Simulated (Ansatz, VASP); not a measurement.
## Two plane-wave programs on LiF

File INCAR:

```
  PREC = Accurate
  ENCUT = 520
  EDIFF = 1E-6
  ISMEAR = 0
  SIGMA = 0.02
  LREAL = F
  LASPH = T
  NELM = 100
  ALGO = Normal
  ISIF = 2
  LWAVE = F
  LCHARG = F
  GGA = PE
  NBANDS = 12
```

KPOINTS

```
Automatic mesh
0
Gamma
  10 10 10
```

Contents of POSCAR:

```
LiF
1.0
    0.2416800000      2.1749790200      2.1749790200
    2.1749790200      0.2416800000      2.1749790200
    2.1749790200      2.1749790200      0.2416800000
Li F
1 1
Direct
    0.0086000537      0.0086000537      0.0086000537
    0.4913999463      0.4913999463      0.4913999463
```

Input for Ansatz:

```yaml
crystal:
  lattice:
    - [0.24168, 2.17497902, 2.17497902]
    - [2.17497902, 0.24168, 2.17497902]
    - [2.17497902, 2.17497902, 0.24168]
  atoms:
    - { symbol: Li, position: [0.0086000537, 0.0086000537, 0.0086000537] }
    - { symbol: F, position: [0.4913999463, 0.4913999463, 0.4913999463] }
basis:
  ecutwfc: 420
kpoints:
  mp_grid: { grid: [10, 10, 10] }
hamiltonian:
  xc: pbe
scf:
  occupations: { method: gaussian, width: 0.02 }
output:
  forces: true
  stress: true
  eigenvalues: true
  populations: true
```

Alike in both runs: task single point; functional PBE; k mesh 10 × 10 × 10; occupations gaussian, width 0.02 eV; no spin polarisation.

|  | VASP | Ansatz |
| --- | --- | --- |
| version | VASP 6.6.1 | Ansatz 0.2.0 |
| potentials or method | VASP PAW PBE potentials, release 64 (Li_sv, F), cutoff 520 eV | scalar-relativistic, plane waves, PAW |
| valence electrons in the cell | 10 | 10 |

```csv
,VASP,Ansatz,Ansatz less VASP
gap on the k mesh at the Fermi level (eV),8.06,8.06,+0.001
least direct gap on the mesh (eV),8.06,8.06,+0.001
rms of the force components (eV/Å),0.064,0.058,-0.0061
```

Atom by atom the forces differ by 0.006 eV/Å (rms over components).

Noted on VASP's run: the cutoff is short for stress, so the pressure is rough.
